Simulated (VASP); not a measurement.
# CoGe3Pd (Pm-3m) in VASP: further runs, part 2 of 2

VASP 6.6.1. Earlier steps stand in the parts before.

**3. Single point, PBE, collinear spin, ferromagnetic start**

This run uses another cell than the first one, of 22.35 Å³/atom.

Input file INCAR:

```
PREC = Accurate ; ENCUT = 520
EDIFF = 1E-6 ; ISMEAR = 0
SIGMA = 0.1 ; LREAL = F
LASPH = T ; NELM = 150
ALGO = Normal ; ISIF = 2
LWAVE = F ; LCHARG = F
ISPIN = 2 ; MAGMOM = 3 0 0 0 0
LORBIT = 11 ; LMAXMIX = 4
GGA = PE ; NBANDS = 42
```

Input file KPOINTS:

```
Automatic mesh
0
Gamma
  4 4 4
```

Input file POSCAR:

```
CoGe3Pd
1.0
    4.8164860037      0.0000000000      0.0000000000
    0.0000000000      4.8164860037      0.0000000000
    0.0000000000      0.0000000000      4.8164860037
Co Ge Pd
1 3 1
Direct
    0.0000000000      0.0000000000      0.0000000000
    0.0000000000      0.5000000000      0.5000000000
    0.5000000000      0.0000000000      0.5000000000
    0.5000000000      0.5000000000      0.0000000000
    0.5000000000      0.5000000000      0.5000000000
```

Potentials or basis: VASP PAW PBE potentials, release 64 (Co, Ge_d, Pd).

Command:

```
$ cat potpaw_PBE.64/Co/POTCAR potpaw_PBE.64/Ge_d/POTCAR potpaw_PBE.64/Pd/POTCAR > POTCAR
$ mpirun -np 1 vasp_std > vasp.out
```

OUTCAR:

```text
PREC = Accurate
   ENCUT = 520
   EDIFF = 1E-6
   ISMEAR = 0
   LREAL = F
   LASPH = T
   NELM = 150
   ISIF = 2
   ISPIN = 2
   LORBIT = 11
   GGA = PE

 ion  position               nearest neighbor table
   1  0.000  0.000  0.000-
   2  0.000  0.500  0.500-   5 2.41   5 2.41
   3  0.500  0.000  0.500-   5 2.41   5 2.41
   4  0.500  0.500  0.000-   5 2.41   5 2.41
   5  0.500  0.500  0.500-   2 2.41   3 2.41   4 2.41   4 2.41   3 2.41   2 2.41

  LATTYP: Found a simple cubic cell.
 ALAT       =     4.8164860037

  Lattice vectors:

 A1 = (   4.8164860037,   0.0000000000,   0.0000000000)
 A2 = (   0.0000000000,   4.8164860037,   0.0000000000)
 A3 = (   0.0000000000,   0.0000000000,   4.8164860037)

Analysis of symmetry for initial positions (statically):
=====================================================================
 Subroutine PRICEL returns:
 Original cell was already a primitive cell.

 Routine SETGRP: Setting up the symmetry group for a
 simple cubic supercell.

 Subroutine GETGRP returns: Found 48 space group operations
 (whereof 48 operations were pure point group operations)
 out of a pool of 48 trial point group operations.

The static configuration has the point symmetry O_h .

Analysis of symmetry for dynamics (positions and initial velocities):
=====================================================================
 Subroutine PRICEL returns:
 Original cell was already a primitive cell.

 Routine SETGRP: Setting up the symmetry group for a
 simple cubic supercell.

 Subroutine GETGRP returns: Found 48 space group operations
 (whereof 48 operations were pure point group operations)
 out of a pool of 48 trial point group operations.

The dynamic configuration has the point symmetry O_h .

Analysis of structural, dynamic, and magnetic symmetry:
=====================================================================
[... 153 lines left out ...]
 cond. band min:       4.8832122179   @ k =   0.5000   0.2500   0.2500
 fundamental gap:      0.0396635356
 Fermi energy:         4.8525690740

 spin component 1

 k-point     1 :       0.0000    0.0000    0.0000
  band No.  band energies     occupation
      1     -19.9997      1.00000
      2     -19.9997      1.00000
      3     -19.9933      1.00000
      4     -19.9933      1.00000
      5     -19.9933      1.00000
      6     -19.9785      1.00000
[... 439 lines left out ...]
     41      13.0616      0.00000
     42      14.0469      0.00000
 Fermi energy:         4.8525690740

 spin component 2

 k-point     1 :       0.0000    0.0000    0.0000
  band No.  band energies     occupation
      1     -20.0110      1.00000
      2     -20.0110      1.00000
      3     -20.0038      1.00000
      4     -20.0038      1.00000
      5     -20.0038      1.00000
      6     -19.9895      1.00000
[... 439 lines left out ...]
     41      13.0351      0.00000
     42      14.3885      0.00000

------------------------ aborting loop because EDIFF is reached ----------------------------------------

  FORCE on cell =-STRESS in cart. coord.  units (eV):
  Direction    XX          YY          ZZ          XY          YZ          ZX
  --------------------------------------------------------------------------------------
  -------------------------------------------------------------------------------------
  Total        0.0933468      0.0933468      0.0933468      0.0000000      0.0000000     -0.0000000
  in kB        1.3385019      1.3385019      1.3385019      0.0000000      0.0000000     -0.0000000
  external PRESSURE =       1.3385019 kB  Pullay stress =       0.0000000 kB

 VOLUME and BASIS-vectors are now :
 -----------------------------------------------------------------------------
  energy-cutoff  :      520.00
  volume of cell :      111.74
      direct lattice vectors                 reciprocal lattice vectors
     4.816486004  0.000000000  0.000000000     0.207620244  0.000000000  0.000000000
     0.000000000  4.816486004  0.000000000     0.000000000  0.207620244  0.000000000
     0.000000000  0.000000000  4.816486004     0.000000000  0.000000000  0.207620244

 POSITION                                       TOTAL-FORCE (eV/Angst)
 -----------------------------------------------------------------------------------
      0.00000      0.00000      0.00000         0.000000      0.000000      0.000000
      0.00000      2.40824      2.40824         0.000000      0.000000      0.000000
      2.40824      0.00000      2.40824         0.000000      0.000000      0.000000
      2.40824      2.40824      0.00000         0.000000      0.000000      0.000000
      2.40824      2.40824      2.40824         0.000000      0.000000      0.000000
 -----------------------------------------------------------------------------------
    total drift:                                0.000000      0.000000      0.000000

  FREE ENERGIE OF THE ION-ELECTRON SYSTEM (eV)
  ---------------------------------------------------
  free  energy   TOTEN  =       -21.7779726650 eV

  energy  without entropy=      -21.7522165152  energy(sigma->0) =      -21.76509459

 total charge

# of ion       s       p       d       tot
------------------------------------------
    1        0.336   0.094   7.195   7.626
    2        1.255   0.899  10.020  12.174
    3        1.255   0.899  10.020  12.174
    4        1.255   0.899  10.020  12.174
    5        0.587   0.741   8.669   9.997
--------------------------------------------------
tot          4.688   3.532  45.925  54.146

 magnetization (x)

# of ion       s       p       d       tot
------------------------------------------
    1        0.038   0.006   1.943   1.988
    2       -0.002  -0.034  -0.001  -0.037
    3       -0.002  -0.034  -0.001  -0.037
    4       -0.002  -0.034  -0.001  -0.037
    5       -0.002   0.005  -0.017  -0.014
--------------------------------------------------
tot          0.030  -0.091   1.924   1.864
```

stdout:

```text
POSCAR found type information on POSCAR CoGePd
 POSCAR found :  3 types and       5 ions
 scaLAPACK will be used
 LDA part: xc-table for (Slater+PW92), standard interpolation
 POSCAR, INCAR and KPOINTS ok, starting setup
 FFT: planning ... GRIDC
 FFT: planning ... GRID_SOFT
 FFT: planning ... GRID
 WAVECAR not read
 entering main loop
```

Run time: 52 s. Hardware: 1 thread of Intel Xeon 6975P-C (Granite Rapids), shared host; peak memory 0.28 GiB.

Results:

```yaml
Free_energy: -21.7780 eV
Pressure: 0.1 GPa
Net_moment: 1.78 μB per cell
Site_moments: Co +1.99; Ge -0.04; Pd -0.01 μB
Valence_electrons_inside_the_program's_atomic_spheres: Co 7.63; Ge 12.17; Pd 10.00
```

Levels at points of the mesh, in eV from the Fermi level:
Spin up:
| k point | band 27 | band 28 | band 29 | band 30 | band 31 | band 32 | band 33 | band 34 | band 35 | band 36 |
| --- | --- | --- | --- | --- | --- | --- | --- | --- | --- | --- |
| (0.00, 0.00, 0.00) | -1.51 | -1.51 | -1.51 | -1.38 | -1.38 | -0.37 | 1.75 | 1.75 | 1.75 | 2.69 |
| (0.50, 0.00, 0.00) | -1.56 | -1.52 | -1.44 | -1.01 | -1.01 | 0.78 | 0.89 | 0.89 | 1.30 | 2.85 |
| (0.50, 0.50, 0.00) | -1.61 | -1.61 | -1.44 | -0.98 | -0.08 | -0.08 | 0.32 | 1.81 | 1.81 | 3.15 |
| (0.50, 0.50, 0.50) | -1.40 | -1.40 | -1.40 | -1.15 | -1.15 | -1.15 | -0.81 | 4.44 | 4.44 | 4.44 |
Spin down:
```
           k point  band 26  band 27  band 28  band 29  band 30  band 31  band 32  band 33  band 34  band 35
(0.00, 0.00, 0.00)    -1.69    -0.34    -0.34    -0.34    -0.03     0.72     0.72     1.63     1.63     1.63
(0.50, 0.00, 0.00)    -1.43    -0.62    -0.35    -0.07    -0.07     0.73     0.84     0.84     1.29     1.81
(0.50, 0.50, 0.00)    -0.61    -0.61    -0.35    -0.14    -0.14     0.38     0.64     0.69     1.92     1.92
(0.50, 0.50, 0.50)    -1.19    -1.19    -0.42    -0.21    -0.21    -0.21     0.75     0.75     4.33     4.33
```

**4. Relaxation of cell and atoms, PBE, collinear spin, ferromagnetic start**

Input file INCAR:

```
SYSTEM = CoGe3Pd
PREC = Accurate
ENCUT = 600
EDIFF = 1E-6
ISMEAR = 0
SIGMA = 0.1
LREAL = .FALSE.
LASPH = .TRUE.
NELM = 150
ALGO = Normal
ISIF = 3
LWAVE = .FALSE.
LCHARG = .FALSE.
ISPIN = 2
MAGMOM = 3 0 0 0 0
LORBIT = 11
LMAXMIX = 4
GGA = PE
IBRION = 2
NSW = 90
EDIFFG = -0.04
```

Input file KPOINTS:

```
regular mesh
0
G
  4 4 4
  0 0 0
```

POSCAR, as its differences from that of step 3:

```diff
@@ -2,5 +2,5 @@
 1.0
-    4.8164860037      0.0000000000      0.0000000000
-    0.0000000000      4.8164860037      0.0000000000
-    0.0000000000      0.0000000000      4.8164860037
+    4.2325651500      0.0000000000      0.0000000000
+    0.0000000000      4.2325651500      0.0000000000
+    0.0000000000      0.0000000000      4.2325651500
 Co Ge Pd
```

Potentials or basis: VASP PAW PBE potentials, release 64 (Co, Ge_d, Pd).

Command:

```
$ cat potpaw_PBE.64/Co/POTCAR potpaw_PBE.64/Ge_d/POTCAR potpaw_PBE.64/Pd/POTCAR > POTCAR
$ mpirun -np 1 vasp_std > vasp.out
```

OUTCAR:

```text
SYSTEM = CoGe3Pd
   PREC = Accurate
   ENCUT = 600
   EDIFF = 1E-6
   ISMEAR = 0
   LREAL = .FALSE.
   LASPH = .TRUE.
   NELM = 150
   ISIF = 3
   ISPIN = 2
   LORBIT = 11
   GGA = PE
   IBRION = 2
   NSW = 90
   EDIFFG = -0.04

 ion  position               nearest neighbor table
   1  0.000  0.000  0.000-   2 2.99   3 2.99   4 2.99   2 2.99   3 2.99   2 2.99   4 2.99   2 2.99
                             3 2.99   4 2.99   3 2.99   4 2.99
   2  0.000  0.500  0.500-   5 2.12   5 2.12   1 2.99   1 2.99   1 2.99   1 2.99
   3  0.500  0.000  0.500-   5 2.12   5 2.12   1 2.99   1 2.99   1 2.99   1 2.99
   4  0.500  0.500  0.000-   5 2.12   5 2.12   1 2.99   1 2.99   1 2.99   1 2.99
   5  0.500  0.500  0.500-   2 2.12   3 2.12   4 2.12   4 2.12   3 2.12   2 2.12

  LATTYP: Found a simple cubic cell.
 ALAT       =     4.2325651500

  Lattice vectors:

 A1 = (   4.2325651500,   0.0000000000,   0.0000000000)
 A2 = (   0.0000000000,   4.2325651500,   0.0000000000)
 A3 = (   0.0000000000,   0.0000000000,   4.2325651500)

Analysis of symmetry for initial positions (statically):
=====================================================================
 Subroutine PRICEL returns:
 Original cell was already a primitive cell.

 Routine SETGRP: Setting up the symmetry group for a
 simple cubic supercell.

 Subroutine GETGRP returns: Found 48 space group operations
 (whereof 48 operations were pure point group operations)
 out of a pool of 48 trial point group operations.

The static configuration has the point symmetry O_h .

Analysis of symmetry for dynamics (positions and initial velocities):
=====================================================================
 Subroutine PRICEL returns:
 Original cell was already a primitive cell.

 Routine SETGRP: Setting up the symmetry group for a
 simple cubic supercell.

 Subroutine GETGRP returns: Found 48 space group operations
 (whereof 48 operations were pure point group operations)
 out of a pool of 48 trial point group operations.

The dynamic configuration has the point symmetry O_h .

Analysis of structural, dynamic, and magnetic symmetry:
=====================================================================
 Subroutine PRICEL returns:
 Original cell was already a primitive cell.

 Routine SETGRP: Setting up the symmetry group for a
 simple cubic supercell.

 Subroutine GETGRP returns: Found 48 space group operations
 (whereof 48 operations were pure point group operations)
 out of a pool of 48 trial point group operations.

The overall configuration has the point symmetry O_h .

 Subroutine INISYM returns: Found 48 space group operations
 (whereof 48 operations are pure point group operations),
 and found     1 'primitive' translations

----------------------------------------------------------------------------------------

                                     Primitive cell

  volume of cell :      75.8247

  direct lattice vectors                    reciprocal lattice vectors
     4.232565150  0.000000000  0.000000000     0.236263345  0.000000000  0.000000000
     0.000000000  4.232565150  0.000000000     0.000000000  0.236263345  0.000000000
     0.000000000  0.000000000  4.232565150     0.000000000  0.000000000  0.236263345

  length of vectors
     4.232565150  4.232565150  4.232565150     0.236263345  0.236263345  0.236263345

[... 65 lines left out ...]
   ISPIN  =      2    spin polarized calculation?
   LNONCOLLINEAR =      F non collinear calculations
   LSORBIT =      F    spin-orbit coupling
   LASPH  =      T    aspherical Exc in radial PAW
   ENCUT  =  600.0 eV  44.10 Ry    6.64 a.u.   8.45  8.45  8.45*2*pi/ulx,y,z
   NELM   =    150;   NELMIN=  2; NELMDL= -5     # of ELM steps
   EDIFF  = 0.1E-05   stopping-criterion for ELM
   LREAL  =      F    real-space projection
   EDIFFG = -.4E-01   stopping-criterion for IOM
   NSW    =     90    number of steps for IOM
   IBRION =      2    ionic relax: 0-MD 1-quasi-New 2-CG
   NFREE  =      1    steps in history (QN), initial steepest desc. (CG)
   ISIF   =      3    stress and relaxation
   ISYM   =      2    0-nonsym 1-usesym 2-fastsym
   POTIM  = 0.5000    time-step for ionic-motion
   TEBEG  =    0.0;   TEEND  =   0.0 temperature during run
   PSTRESS=    0.0 pullay stress
   NELECT =      61.0000    total number of electrons
   NUPDOWN=      -1.0000    fix difference up-down
   EMIN   =  10.00;   EMAX   =-10.00  energy-range for DOS
   EFERMI =   0.00;   METHOD = LEGACY
   ISMEAR =     0;   SIGMA  =   0.10  broadening in eV -4-tet -1-fermi 0-gaus
   EFERMI_NEDOS =   21; number of points for ismear=-14 and -15
   IALGO  =     38    algorithm
   IMIX   =      4    mixing-type and parameters
     AMIX     =   0.40;   BMIX     =  1.00
     AMIX_MAG =   1.60;   BMIX_MAG =  1.00
  volume/ion in A,a.u.               =      15.16       102.34
  Fermi-wavevector in a.u.,A,eV,Ry     =   1.522584  2.877266 31.541850  2.318261
  Thomas-Fermi vector in A             =   2.631143
   LORBIT       =     11    0 simple, 1 ext, 2 COOP (PROOUT), +10 PAW based schemes
   GGA     = PE    functional components
   LHFCALC =     F    Hartree Fock is set to
   AEXX    =    0.0000 exact exchange contribution
   IVDW    =     0    specifies the selected vdW correction
   LEPSILON=     F    determine dielectric tensor
   LRPA    =     F    only Hartree local field effects (RPA)
 conjugate gradient relaxation of ions
 spin polarized calculation
 Gauss-broadening in eV      SIGMA  =   0.10
  energy-cutoff  :      600.00
  volume of cell :       75.82
 maximum number of plane-waves:      2560
 NGX is ok and might be reduce to    36
   NGX = 17   NGY = 17   NGZ = 17

--------------------------------------- Ionic step        1  -------------------------------------------

 number of electron      60.9999950 magnetization       1.0991295

 Free energy of the ion-electron system (eV)
  ---------------------------------------------------
  ext. energy  EPLUGINS =         0.00000000
  ---------------------------------------------------
  free energy    TOTEN  =       -16.76604260 eV

  energy without entropy =      -16.74434163  energy(sigma->0) =      -16.75519211

------------------------ aborting loop because EDIFF is reached ----------------------------------------

  FORCE on cell =-STRESS in cart. coord.  units (eV):
  Direction    XX          YY          ZZ          XY          YZ          ZX
  --------------------------------------------------------------------------------------
  -------------------------------------------------------------------------------------
  Total       29.0145210     29.0145210     29.0145210     -0.0000000     -0.0000000     -0.0000000
  in kB      613.0770122    613.0770122    613.0770122     -0.0000000     -0.0000000     -0.0000000
  external PRESSURE =     613.0770122 kB  Pullay stress =       0.0000000 kB
[... 28 lines left out ...]
 number of electron      61.0000077 magnetization       0.0139482

 number of electron      61.0000073 magnetization      -0.0004072

 E-fermi :   1.9676     XC(G=0):  -8.6281

 val. band max:        1.9496138380   @ k =   0.5000   0.5000   0.2500
 cond. band min:       1.9869452940   @ k =   0.0000   0.0000   0.0000
 fundamental gap:      0.0373314560
 Fermi energy:         1.9676299151

 spin component 1

 k-point     1 :       0.0000    0.0000    0.0000
  band No.  band energies     occupation
      1     -22.9588      1.00000
      2     -22.9588      1.00000
      3     -22.9564      1.00000
      4     -22.9564      1.00000
      5     -22.9564      1.00000
      6     -22.9534      1.00000
[... 893 lines left out ...]
 number of electron      60.9999973 magnetization      -0.0003802

 number of electron      60.9999973 magnetization       0.0000379

 Free energy of the ion-electron system (eV)
  ---------------------------------------------------
  ext. energy  EPLUGINS =         0.00000000
  ---------------------------------------------------
  free energy    TOTEN  =       -21.12401630 eV

  energy without entropy =      -21.06492527  energy(sigma->0) =      -21.09447078

 E-fermi :   4.9944     XC(G=0): -10.3236

 val. band max:        4.9753097621   @ k =   0.5000   0.5000   0.2500
 cond. band min:       5.0341044205   @ k =   0.5000   0.0000   0.0000
 fundamental gap:      0.0587946584
 Fermi energy:         4.9944068068

 spin component 1

 k-point     1 :       0.0000    0.0000    0.0000
  band No.  band energies     occupation
      1     -19.9398      1.00000
      2     -19.9398      1.00000
      3     -19.9323      1.00000
      4     -19.9323      1.00000
      5     -19.9323      1.00000
      6     -19.9167      1.00000
[... 844 lines left out ...]
  FREE ENERGIE OF THE ION-ELECTRON SYSTEM (eV)
  ---------------------------------------------------
  free  energy   TOTEN  =       -21.1240162969 eV

  energy  without entropy=      -21.0649252714  energy(sigma->0) =      -21.09447078

 reached required accuracy - stopping structural energy minimisation

 total charge

# of ion       s       p       d       tot
------------------------------------------
    1        0.308   0.077   7.327   7.713
    2        1.250   0.907  10.025  12.181
    3        1.250   0.907  10.025  12.181
    4        1.250   0.907  10.025  12.181
    5        0.600   0.775   8.680  10.055
--------------------------------------------------
tot          4.658   3.572  46.082  54.312

 magnetization (x)

# of ion       s       p       d       tot
------------------------------------------
    1       -0.000  -0.000   0.000   0.000
    2        0.000   0.000   0.000   0.000
    3        0.000   0.000   0.000   0.000
    4        0.000   0.000   0.000   0.000
    5        0.000   0.000  -0.000   0.000
--------------------------------------------------
tot          0.000   0.000   0.000   0.000
```

Wall time 3.5 min (1 thread of Intel Xeon 6975P-C (Granite Rapids), shared host); peak memory 0.27 GiB.

What came out:

```yaml
Free_energy: -21.1240 eV
Relaxed_volume: 21.80 Å³/atom
Relaxed_cell: a = 4.777 Å, b = 4.777 Å, c = 4.777 Å, α = 90.00°, β = 90.00°, γ = 90.00°
Space_group_after_relaxing_to_0.1_Å: Pm-3m (No. 221)
Energy_gained_by_relaxing: 871.6 meV/atom
Ionic_steps: 4
Pressure_after_relaxing: -0.2 GPa
Net_moment: 0.00 μB per cell
Valence_electrons_inside_the_program's_atomic_spheres: Co 7.71; Ge 12.18; Pd 10.05
```

The path:
| step | energy change (eV) | largest force (eV/Å) | pressure (GPa) | volume (Å³) |
| --- | --- | --- | --- | --- |
| 1 | 0.0000 | 0.0000 | 61.31 | 75.82 |
| 2 | -1.8850 | 0.0000 | -10.56 | 159.00 |
| 3 | -4.3558 | 0.0000 | -0.69 | 109.78 |
| 4 | -4.3580 | 0.0000 | -0.24 | 109.02 |

Final structure:
```cif
data_structure
_symmetry_space_group_name_H-M 'P 1'
_symmetry_Int_Tables_number 1
_cell_length_a 4.7771
_cell_length_b 4.7771
_cell_length_c 4.7771
_cell_angle_alpha 90.000
_cell_angle_beta 90.000
_cell_angle_gamma 90.000
_cell_volume 109.02
loop_
_atom_site_label
_atom_site_type_symbol
_atom_site_fract_x
_atom_site_fract_y
_atom_site_fract_z
_atom_site_occupancy
Co1 Co 0.00000 0.00000 0.00000 1
Ge1 Ge 0.00000 0.50000 0.50000 1
Ge2 Ge 0.50000 0.00000 0.50000 1
Ge3 Ge 0.50000 0.50000 0.00000 1
Pd1 Pd 0.50000 0.50000 0.50000 1
```

Caveat: the k points lie up to 0.33 Å⁻¹ apart in the final cell; the volume moved by over 15 % at a fixed basis, so the end points are rough; the moments typed at the start vanished in this run.
